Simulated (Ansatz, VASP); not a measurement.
# MgS in VASP and in Ansatz

POSCAR

```
MgS
1.0
    0.0000000000      2.5763464124      2.5763464124
    2.5763464124      0.0000000000      2.5763464124
    2.5763464124      2.5763464124      0.0000000000
S Mg
1 1
Direct
    0.2500000000      0.2500000000      0.2500000000
    0.0000000000      0.0000000000      0.0000000000
```

Contents of INCAR.step1:

```
SYSTEM = MgS
ALGO = Normal ; EDIFF = 1E-5
ENCUT = 520 ; GGA = PE
ISIF = 2 ; ISMEAR = 0
LASPH = .TRUE. ; LCHARG = .FALSE.
LREAL = .FALSE. ; LWAVE = .TRUE.
NBANDS = 11 ; NELM = 100
PREC = Accurate ; SIGMA = 0.05
```

INCAR.step2

```
SYSTEM = MgS
AEXX = 0.25 ; ALGO = Normal
EDIFF = 1E-6 ; ENCUT = 520
GGA = PE ; ISIF = 2
ISMEAR = 0 ; ISTART = 1
LASPH = .TRUE. ; LCHARG = .FALSE.
LHFCALC = .TRUE. ; LREAL = .FALSE.
LWAVE = .FALSE. ; NBANDS = 11
NELM = 100 ; PREC = Accurate
PRECFOCK = Normal ; SIGMA = 0.05
```

The input KPOINTS:

```
k-points
0
G
  6 6 6
  0 0 0
```

The input input.yaml:

```yaml
crystal:
  lattice:
    - [0.0, 2.5763464124, 2.5763464124]
    - [2.5763464124, 0.0, 2.5763464124]
    - [2.5763464124, 2.5763464124, 0.0]
  atoms:
    - { symbol: S, position: [0.25, 0.25, 0.25] }
    - { symbol: Mg, position: [0.0, 0.0, 0.0] }
hamiltonian:
  xc: pbe0
  pseudopotentials: { kind: paw, core: large }
kpoints:
  mp_grid: { grid: [6, 6, 6] }
scf:
  occupations: { method: gaussian, width: 0.05 }
output:
  forces: true
  stress: true
  eigenvalues: true
```

Alike in both runs: task single point; functional PBE0; k mesh 6 × 6 × 6; occupations gaussian, width 0.05 eV; no spin polarisation.

|  | VASP | Ansatz |
| --- | --- | --- |
| version | VASP 6.6.1 | Ansatz 0.2.0 |
| potentials or method | VASP PAW PBE potentials, release 64 (S, Mg) | Ansatz PAW |
| plane-wave cutoff (eV) | 520 | 420 |
| valence electrons in the cell | 8 | 16 |

```csv
,VASP,Ansatz,Ansatz less VASP
gap on the k mesh at the Fermi level (eV),5.22,5.22,-0.002
least direct gap on the mesh (eV),6.76,6.75,-0.008
```

VASP's potentials hold 8 valence electrons a cell and Ansatz's 16, so a difference there can come from the potentials and not from the codes.
